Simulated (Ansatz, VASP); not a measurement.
## One calculation of BaMn3, two programs

```xyz
4
Lattice="4.3280 0.0000 0.0000 0.0000 4.3280 0.0000 0.0000 0.0000 4.3280" Properties=species:S:1:pos:R:3 pbc="T T T"
Ba    0.0000    0.0000    0.0000
Mn    0.0000    2.1640    2.1640
Mn    2.1640    0.0000    2.1640
Mn    2.1640    2.1640    0.0000
```

Alike in both runs: functional PBE; k mesh 4 × 4 × 4; occupations gaussian, width 0.1 eV; collinear spin.

Ansatz relaxed the structure, and its values are those at the end. VASP's run is a single point on that final structure, the one shown.

```csv
,VASP,Ansatz
version,VASP 6.6.1,Ansatz 0.2.0
potentials or method,"VASP PAW PBE potentials, release 64 (Ba_sv, Mn_pv), cutoff 520 eV","scalar-relativistic, plane waves, PAW"
valence electrons in the cell,49,55
```

Ansatz gave:

- gap on the k mesh at the Fermi level (eV): none
- pressure (GPa): -0.1
- net moment per atom (μB): 2.58
- size of the moment on the site where the two differ most (μB): 0.08

Q: What did VASP give for the same quantities?

A: gap on the k mesh at the Fermi level (eV): none; pressure (GPa): 1.4; net moment per atom (μB): 2.58; size of the moment on the site where the two differ most (μB): 0.17.

Site moments also hang on the region over which each program counts them. A gap of «none» marks a metal or a gap that the smearing closes. VASP's potentials hold 49 valence electrons a cell and Ansatz's 55, so a difference there can come from the potentials and not from the codes.

The k mesh is coarse, so the values compare programs but aren't converged. Spin-orbit coupling is off throughout.
